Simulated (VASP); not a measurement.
# KF in VASP: settings compared

Aim: see how the results for KF move with the level of theory and the settings. Levels: PBE, r2SCAN. Tasks: single point.

All numbers are computed with VASP 6.6.1; they aren't measurements. Logs are shortened: lines on timing, memory, paths and dates and some standing lists are left out, and cuts for length are marked.

## 1. The cell of the first run

Symmetry: P4/mmm, No. 123, tetragonal system. The conventional cell has a = 3.179 Å, b = 3.179 Å, c = 3.345 Å, α = 90.00°, β = 90.00°, γ = 90.00°. K (site symmetry 4/mmm) has 8 F at 2.80 Å and 6 K at 3.18 to 3.35 Å within 3.7 Å. F (site symmetry 4/mmm) has 8 K at 2.80 Å and 6 F at 3.18 to 3.35 Å within 3.7 Å.

## 2. Single point, PBE (uniaxial z strain +5.2%)

File INCAR:

```
SYSTEM = KF
PREC = Accurate ; ENCUT = 520
EDIFF = 1E-6 ; ISMEAR = -1
SIGMA = 0.02 ; LREAL = .FALSE.
LASPH = .TRUE. ; NELM = 60
ALGO = Normal ; ISIF = 2
LWAVE = .FALSE. ; LCHARG = .FALSE.
GGA = PE ; NBANDS = 15
```

File KPOINTS:

```
regular mesh
0
G
  8 8 8
  0 0 0
```

File POSCAR:

```
KF
1.0
    3.1788706815      0.0000000000      0.0000000000
    0.0000000000      3.1788706815      0.0000000000
    0.0000000000      0.0000000000      3.3451256182
K F
1 1
Direct
    0.0000000000      0.0000000000      0.0000000000
    0.5000000000      0.5000000000      0.5000000000
```

Potentials or basis: VASP PAW PBE potentials, release 64 (K_sv, F).

Started as:

```bash
cat potpaw_PBE.64/K_sv/POTCAR potpaw_PBE.64/F/POTCAR > POTCAR
mpirun -np 1 vasp_std > vasp.out
```

OUTCAR:

```text
SYSTEM = KF
   PREC = Accurate
   ENCUT = 520
   EDIFF = 1E-6
   ISMEAR = -1
   LREAL = .FALSE.
   LASPH = .TRUE.
   NELM = 60
   ISIF = 2
   GGA = PE

 ion  position               nearest neighbor table
   1  0.000  0.000  0.000-   2 2.80   2 2.80   2 2.80   2 2.80   2 2.80   2 2.80   2 2.80   2 2.80

   2  0.500  0.500  0.500-   1 2.80   1 2.80   1 2.80   1 2.80   1 2.80   1 2.80   1 2.80   1 2.80

  LATTYP: Found a simple tetragonal cell.
 ALAT       =     3.1788706815
 C/A-ratio  =     1.0523000000

  Lattice vectors:

 A1 = (   3.1788706815,   0.0000000000,   0.0000000000)
 A2 = (   0.0000000000,   3.1788706815,   0.0000000000)
 A3 = (   0.0000000000,   0.0000000000,   3.3451256182)

Analysis of symmetry for initial positions (statically):
=====================================================================
 Subroutine PRICEL returns:
 Original cell was already a primitive cell.

 Routine SETGRP: Setting up the symmetry group for a
 simple tetragonal supercell.

 Subroutine GETGRP returns: Found 16 space group operations
 (whereof 16 operations were pure point group operations)
 out of a pool of 16 trial point group operations.

The static configuration has the point symmetry D_4h.

Analysis of symmetry for dynamics (positions and initial velocities):
=====================================================================
 Subroutine PRICEL returns:
 Original cell was already a primitive cell.

 Routine SETGRP: Setting up the symmetry group for a
 simple tetragonal supercell.

 Subroutine GETGRP returns: Found 16 space group operations
 (whereof 16 operations were pure point group operations)
 out of a pool of 16 trial point group operations.

The dynamic configuration has the point symmetry D_4h.

 Subroutine INISYM returns: Found 16 space group operations
 (whereof 16 operations are pure point group operations),
 and found     1 'primitive' translations

----------------------------------------------------------------------------------------

                                     Primitive cell

  volume of cell :      33.8032

  direct lattice vectors                    reciprocal lattice vectors
     3.178870681  0.000000000  0.000000000     0.314577125  0.000000000  0.000000000
     0.000000000  3.178870681  0.000000000     0.000000000  0.314577125  0.000000000
     0.000000000  0.000000000  3.345125618     0.000000000  0.000000000  0.298942436

  length of vectors
     3.178870681  3.178870681  3.345125618     0.314577125  0.314577125  0.298942436

  position of ions in fractional coordinates (direct lattice)
     0.000000000  0.000000000  0.000000000
     0.500000000  0.500000000  0.500000000

  ion indices of the primitive-cell ions
   primitive index   ion index
                 1           1
                 2           2

----------------------------------------------------------------------------------------

 KPOINTS: regular mesh

Automatic generation of k-mesh.
 Grid dimensions read from file:
 generate k-points for:    8    8    8

 Generating k-lattice:

  Cartesian coordinates                     Fractional coordinates (reciprocal lattice)
     0.039322141  0.000000000  0.000000000     0.125000000  0.000000000  0.000000000
     0.000000000  0.039322141  0.000000000     0.000000000  0.125000000  0.000000000
     0.000000000  0.000000000  0.037367804     0.000000000  0.000000000  0.125000000

  Length of vectors
     0.039322141  0.039322141  0.037367804

  Shift w.r.t. Gamma in fractional coordinates (k-lattice)
     0.000000000  0.000000000  0.000000000

 Subroutine IBZKPT returns following result:
 ===========================================

 Found     75 irreducible k-points:

 Following reciprocal coordinates:
            Coordinates               Weight
  0.000000  0.000000  0.000000      1.000000
  0.125000  0.000000  0.000000      4.000000
  0.250000  0.000000  0.000000      4.000000
  0.375000  0.000000  0.000000      4.000000
  0.500000  0.000000  0.000000      2.000000
  0.125000  0.125000  0.000000      4.000000
[... 16 lines left out ...]
  0.375000  0.125000  0.125000     16.000000
  0.500000  0.125000  0.125000      8.000000
 [... further k-points ...]
   k-points           NKPTS =     75   k-points in BZ     NKDIM =     75   number of bands    NBANDS=     15
   number of dos      NEDOS =    301   number of ions     NIONS =      2
   total plane-waves  NPLWV =  16128
   dimension x,y,z NGX =    24 NGY =   24 NGZ =   28
   dimension x,y,z NGXF=    48 NGYF=   48 NGZF=   56
   ions per type =               1   1
   NGX,Y,Z   is equivalent  to a cutoff of  12.55, 12.55, 13.92 a.u.
   NGXF,Y,Z  is equivalent  to a cutoff of  25.10, 25.10, 27.83 a.u.
 SYSTEM =  KF
   PREC   = accura    normal or accurate (medium, high low for compatibility)
   ISTART =      0    job   : 0-new  1-cont  2-samecut
   ICHARG =      2    charge: 1-file 2-atom 10-const
   ISPIN  =      1    spin polarized calculation?
   LNONCOLLINEAR =      F non collinear calculations
   LSORBIT =      F    spin-orbit coupling
   LASPH  =      T    aspherical Exc in radial PAW
   ENCUT  =  520.0 eV  38.22 Ry    6.18 a.u.   5.91  5.91  6.22*2*pi/ulx,y,z
   NELM   =     60;   NELMIN=  2; NELMDL= -5     # of ELM steps
   EDIFF  = 0.1E-05   stopping-criterion for ELM
   LREAL  =      F    real-space projection
   EDIFFG = 0.1E-04   stopping-criterion for IOM
   NSW    =      0    number of steps for IOM
   IBRION =     -1    ionic relax: 0-MD 1-quasi-New 2-CG
   NFREE  =      0    steps in history (QN), initial steepest desc. (CG)
   ISIF   =      2    stress and relaxation
   ISYM   =      2    0-nonsym 1-usesym 2-fastsym
   POTIM  = 0.5000    time-step for ionic-motion
   TEBEG  =    0.0;   TEEND  =   0.0 temperature during run
   PSTRESS=    0.0 pullay stress
   NELECT =      16.0000    total number of electrons
   NUPDOWN=      -1.0000    fix difference up-down
   EMIN   =  10.00;   EMAX   =-10.00  energy-range for DOS
   EFERMI =   0.00;   METHOD = LEGACY
   ISMEAR =    -1;   SIGMA  =   0.02  broadening in eV -4-tet -1-fermi 0-gaus
   EFERMI_NEDOS =   21; number of points for ismear=-14 and -15
   IALGO  =     38    algorithm
   IMIX   =      4    mixing-type and parameters
     AMIX     =   0.40;   BMIX     =  1.00
     AMIX_MAG =   1.60;   BMIX_MAG =  1.00
  volume/ion in A,a.u.               =      16.90       114.06
  Fermi-wavevector in a.u.,A,eV,Ry     =   1.275838  2.410984 22.147045  1.627762
  Thomas-Fermi vector in A             =   2.408528
   LORBIT       =      0    0 simple, 1 ext, 2 COOP (PROOUT), +10 PAW based schemes
   GGA     = PE    functional components
   LHFCALC =     F    Hartree Fock is set to
   AEXX    =    0.0000 exact exchange contribution
   IVDW    =     0    specifies the selected vdW correction
   LEPSILON=     F    determine dielectric tensor
   LRPA    =     F    only Hartree local field effects (RPA)
 non-spin polarized calculation
  energy-cutoff  :      520.00
  volume of cell :       33.80
 maximum number of plane-waves:       932
 NGX is ok and might be reduce to    24
   NGX = 11   NGY = 11   NGZ = 13

 number of electron      15.9999992 magnetization

 Free energy of the ion-electron system (eV)
  ---------------------------------------------------
  ext. energy  EPLUGINS =         0.00000000
  ---------------------------------------------------
  free energy    TOTEN  =        -8.07443057 eV

  energy without entropy =       -8.07443057  energy(sigma->0) =       -8.07443057

 E-fermi :  -1.3574     XC(G=0):  -9.1394

 val. band max:       -1.8891486753   @ k =   0.5000   0.0000   0.5000
 cond. band min:       4.4491733479   @ k =   0.0000   0.0000   0.0000
 fundamental gap:      6.3383220232
 Fermi energy:        -1.3573697615

 k-point     1 :       0.0000    0.0000    0.0000
  band No.  band energies     occupation
      1     -28.9494      2.00000
      2     -20.8712      2.00000
      3     -12.0256      2.00000
      4     -11.9026      2.00000
      5     -11.9026      2.00000
      6      -2.1091      2.00000
      7      -1.9377      2.00000
      8      -1.9377      2.00000
      9       4.4492      0.00000
     10       6.3039      0.00000
     11       6.3935      0.00000
     12      11.8957      0.00000
     13      11.8957      0.00000
     14      12.2155      0.00000
     15      18.5497      0.00000

 k-point     2 :       0.1250    0.0000    0.0000
  band No.  band energies     occupation
      1     -28.9268      2.00000
      2     -20.8732      2.00000
      3     -12.0352      2.00000
      4     -12.0048      2.00000
      5     -11.8844      2.00000
      6      -2.1593      2.00000
      7      -2.1293      2.00000
      8      -1.9495      2.00000
      9       4.8868      0.00000
     10       6.4584      0.00000
     11       6.7601      0.00000
     12      11.5811      0.00000
     13      11.8981      0.00000
     14      11.9512      0.00000
     15      18.2823      0.00000

 k-point     3 :       0.2500    0.0000    0.0000
  band No.  band energies     occupation
      1     -28.8716      2.00000
      2     -20.8801      2.00000
      3     -12.3393      2.00000
      4     -11.9538      2.00000
      5     -11.8399      2.00000
      6      -2.6343      2.00000
      7      -2.1798      2.00000
      8      -1.9794      2.00000
      9       5.9478      0.00000
     10       6.8255      0.00000
     11       7.7424      0.00000
     12      10.9525      0.00000
     13      11.2554      0.00000
     14      12.0900      0.00000
     15      16.7294      0.00000

 k-point     4 :       0.3750    0.0000    0.0000
  band No.  band energies     occupation
      1     -28.8152      2.00000
      2     -20.8893      2.00000
      3     -12.6233      2.00000
      4     -11.9019      2.00000
      5     -11.7947      2.00000
      6      -3.0499      2.00000
      7      -2.2331      2.00000
      8      -2.0114      2.00000
      9       7.0393      0.00000
     10       7.3215      0.00000
     11       8.7952      0.00000
     12      10.4447      0.00000
     13      10.7286      0.00000
     14      12.2362      0.00000
     15      15.4459      0.00000
[... 307 lines left out ...]
 k-point    22 :       0.2500    0.1250    0.1250
  band No.  band energies     occupation
      1     -28.8379      2.00000
      2     -20.8669      2.00000
      3     -12.3411      2.00000
      4     -12.0310      2.00000
      5     -11.9753      2.00000
      6      -2.5848      2.00000
      7      -2.2567      2.00000
      8      -2.1067      2.00000
      9       6.4464      0.00000
     10       7.3468      0.00000
     11       8.0328      0.00000
     12      10.5900      0.00000
     13      10.7971      0.00000
     14      11.3898      0.00000
     15      17.1661      0.00000

 k-point    23 :       0.3750    0.1250    0.1250
  band No.  band energies     occupation
      1     -28.7839      2.00000
      2     -20.8613      2.00000
      3     -12.6400      2.00000
      4     -11.9960      2.00000
      5     -11.9405      2.00000
      6      -2.9079      2.00000
      7      -2.2959      2.00000
      8      -2.0921      2.00000
      9       7.3696      0.00000
     10       7.7272      0.00000
     11       8.6179      0.00000
     12      10.0152      0.00000
     13      10.8714      0.00000
     14      11.3907      0.00000
     15      15.8722      0.00000

 k-point    24 :       0.5000    0.1250    0.1250
  band No.  band energies     occupation
      1     -28.7612      2.00000
      2     -20.8596      2.00000
      3     -12.7586      2.00000
      4     -11.9849      2.00000
      5     -11.9223      2.00000
      6      -3.0367      2.00000
      7      -2.3145      2.00000
      8      -2.0824      2.00000
      9       7.8409      0.00000
     10       8.1137      0.00000
     11       8.2856      0.00000
     12       9.7819      0.00000
     13      11.3805      0.00000
     14      11.4831      0.00000
     15      15.2013      0.00000

 [... further k-points ...]

------------------------ aborting loop because EDIFF is reached ----------------------------------------

  FORCE on cell =-STRESS in cart. coord.  units (eV):
  Direction    XX          YY          ZZ          XY          YZ          ZX
  --------------------------------------------------------------------------------------
  -------------------------------------------------------------------------------------
  Total        0.4909885      0.4909885     -0.4522705      0.0000000      0.0000000      0.0000000
  in kB       23.2714664     23.2714664    -21.4363420      0.0000000      0.0000000      0.0000000
  external PRESSURE =       8.3688636 kB  Pullay stress =       0.0000000 kB

 VOLUME and BASIS-vectors are now :
 -----------------------------------------------------------------------------
  energy-cutoff  :      520.00
  volume of cell :       33.80
      direct lattice vectors                 reciprocal lattice vectors
     3.178870681  0.000000000  0.000000000     0.314577125  0.000000000  0.000000000
     0.000000000  3.178870681  0.000000000     0.000000000  0.314577125  0.000000000
     0.000000000  0.000000000  3.345125618     0.000000000  0.000000000  0.298942436

 POSITION                                       TOTAL-FORCE (eV/Angst)
 -----------------------------------------------------------------------------------
      0.00000      0.00000      0.00000         0.000000      0.000000      0.000000
      1.58944      1.58944      1.67256         0.000000      0.000000      0.000000
 -----------------------------------------------------------------------------------
    total drift:                                0.000000      0.000000     -0.000000

  FREE ENERGIE OF THE ION-ELECTRON SYSTEM (eV)
  ---------------------------------------------------
  free  energy   TOTEN  =        -8.0744305722 eV

  energy  without entropy=       -8.0744305722  energy(sigma->0) =       -8.07443057
```

Wall time 33 s (1 thread of Intel Xeon 8259CL, shared host); peak memory 0.17 GiB.

What came out:

- Free energy: -8.0744 eV
- Pressure: 0.8 GPa
- Band gap on the k mesh: 6.34 eV (least direct gap 6.39 eV)

Stress tensor (GPa, compression positive):
```
 2.33  0.00  0.00
 0.00  2.33  0.00
 0.00  0.00 -2.14
```

Levels at points of the mesh, in eV from the valence-band top:
| k point | band 4 | band 5 | band 6 | band 7 | band 8 | band 9 | band 10 | band 11 | band 12 | band 13 |
| --- | --- | --- | --- | --- | --- | --- | --- | --- | --- | --- |
| (0.00, 0.00, 0.00) | -10.01 | -10.01 | -0.22 | -0.05 | -0.05 | 6.34 | 8.19 | 8.28 | 13.78 | 13.78 |
| (0.50, 0.00, 0.00) | -9.99 | -9.89 | -1.32 | -0.37 | -0.14 | 9.27 | 9.64 | 11.09 | 12.15 | 12.42 |
| (0.50, 0.50, 0.00) | -10.92 | -9.89 | -0.69 | -0.69 | -0.16 | 8.15 | 9.17 | 11.52 | 11.52 | 14.75 |
| (0.00, 0.00, 0.50) | -9.92 | -9.92 | -1.31 | -0.17 | -0.17 | 9.09 | 9.14 | 10.88 | 12.76 | 12.76 |
| (0.50, 0.00, 0.50) | -10.73 | -9.83 | -0.72 | -0.65 | 0.00 | 8.58 | 8.89 | 11.88 | 12.25 | 14.19 |
| (0.50, 0.50, 0.50) | -10.75 | -10.50 | -1.14 | -1.14 | -1.11 | 10.06 | 10.63 | 10.63 | 15.17 | 15.38 |

Caveat: the cell differs from its parent crystal (uniaxial z strain +5.2%). A k mesh can miss the band edges.

## 3. Single point, PBE (biaxial xy strain +5.2%)

File INCAR:

```
SYSTEM = KF
PREC     = Accurate       ! precision mode
ENCUT    = 520            ! plane-wave cutoff, eV
EDIFF    = 1E-6           ! SCF threshold, eV
ISMEAR   = -1             ! smearing method
SIGMA    = 0.02           ! smearing width, eV
LREAL    = .False.        ! projectors in reciprocal space
LASPH    = .True.         ! aspherical terms in the spheres
NELM     = 100            ! most SCF steps
ALGO     = Normal         ! electronic algorithm
ISIF     = 2              ! what is computed and relaxed
LWAVE    = .False.        ! write WAVECAR
LCHARG   = .True.         ! write CHGCAR
GGA      = PE             ! functional
LELF     = .True.         ! ELF
LVHAR    = .True.       
NBANDS   = 15             ! bands
```

File KPOINTS:

```
regular mesh
0
Gamma
  8 8 8
  0 0 0
```

File POSCAR:

```
KF
1.0
    3.3457613923      0.0000000000      0.0000000000
    0.0000000000      3.3457613923      0.0000000000
    0.0000000000      0.0000000000      3.1788706815
K F
1 1
Direct
    0.0000000000      0.0000000000      0.0000000000
    0.5000000000      0.5000000000      0.5000000000
```

Potentials or basis: VASP PAW PBE potentials, release 64 (K_sv, F).

Started as:

```bash
cat potpaw_PBE.64/K_sv/POTCAR potpaw_PBE.64/F/POTCAR > POTCAR
mpirun -np 1 vasp_std > vasp.out
```

OUTCAR:

```text
SYSTEM = KF
   PREC = Accurate
   ENCUT = 520
   EDIFF = 1E-6
   ISMEAR = -1
   LREAL = .False.
   LASPH = .True.
   NELM = 100
   ISIF = 2
   GGA = PE

 ion  position               nearest neighbor table
   1  0.000  0.000  0.000-   2 2.85   2 2.85   2 2.85   2 2.85   2 2.85   2 2.85   2 2.85   2 2.85

   2  0.500  0.500  0.500-   1 2.85   1 2.85   1 2.85   1 2.85   1 2.85   1 2.85   1 2.85   1 2.85

  LATTYP: Found a simple tetragonal cell.
 ALAT       =     3.3457613923
[... 623 lines left out ...]
------------------------ aborting loop because EDIFF is reached ----------------------------------------

  FORCE on cell =-STRESS in cart. coord.  units (eV):
  Direction    XX          YY          ZZ          XY          YZ          ZX
  --------------------------------------------------------------------------------------
  -------------------------------------------------------------------------------------
  Total       -0.5067302     -0.5067302      0.4347828      0.0000000      0.0000000     -0.0000000
  in kB      -22.8152147    -22.8152147     19.5758266      0.0000000      0.0000000     -0.0000000
  external PRESSURE =      -8.6848676 kB  Pullay stress =       0.0000000 kB

 VOLUME and BASIS-vectors are now :
 -----------------------------------------------------------------------------
  energy-cutoff  :      520.00
  volume of cell :       35.58
      direct lattice vectors                 reciprocal lattice vectors
     3.345761392  0.000000000  0.000000000     0.298885630  0.000000000  0.000000000
     0.000000000  3.345761392  0.000000000     0.000000000  0.298885630  0.000000000
     0.000000000  0.000000000  3.178870681     0.000000000  0.000000000  0.314577125

 POSITION                                       TOTAL-FORCE (eV/Angst)
 -----------------------------------------------------------------------------------
      0.00000      0.00000      0.00000         0.000000      0.000000      0.000000
      1.67288      1.67288      1.58944         0.000000      0.000000      0.000000
 -----------------------------------------------------------------------------------
    total drift:                                0.000000      0.000000      0.000000

  FREE ENERGIE OF THE ION-ELECTRON SYSTEM (eV)
  ---------------------------------------------------
  free  energy   TOTEN  =        -8.0762173273 eV

  energy  without entropy=       -8.0762173273  energy(sigma->0) =       -8.07621733
```

Wall time 43 s (1 thread of Intel Xeon 8259CL, shared host); peak memory 0.17 GiB.

Results:

```yaml
Free_energy: -8.0762 eV
Pressure: -0.9 GPa
Band_gap_on_the_k_mesh: 5.94 eV (least direct gap 5.99 eV)
```

Stress tensor (GPa, compression positive):
```
-2.28  0.00  0.00
 0.00 -2.28  0.00
 0.00  0.00  1.96
```

Levels at points of the mesh, in eV from the valence-band top:
| k point | band 6 | band 7 | band 8 | band 9 | band 10 | band 11 |
| --- | --- | --- | --- | --- | --- | --- |
| (0.00, 0.00, 0.00) | -0.22 | -0.22 | -0.05 | 5.94 | 8.06 | 8.18 |
| (0.50, 0.00, 0.00) | -1.29 | -0.35 | -0.13 | 8.83 | 9.09 | 10.39 |
| (0.50, 0.50, 0.00) | -0.72 | -0.72 | 0.00 | 8.52 | 8.57 | 11.98 |
| (0.00, 0.00, 0.50) | -1.30 | -0.31 | -0.31 | 9.24 | 9.32 | 10.63 |
| (0.50, 0.00, 0.50) | -0.76 | -0.69 | -0.16 | 8.12 | 8.84 | 11.25 |
| (0.50, 0.50, 0.50) | -1.12 | -1.08 | -1.08 | 9.97 | 9.97 | 10.52 |

Caveat: the cell differs from its parent crystal (biaxial xy strain +5.2%). A k mesh can miss the band edges.

[end of part 1 of 2]
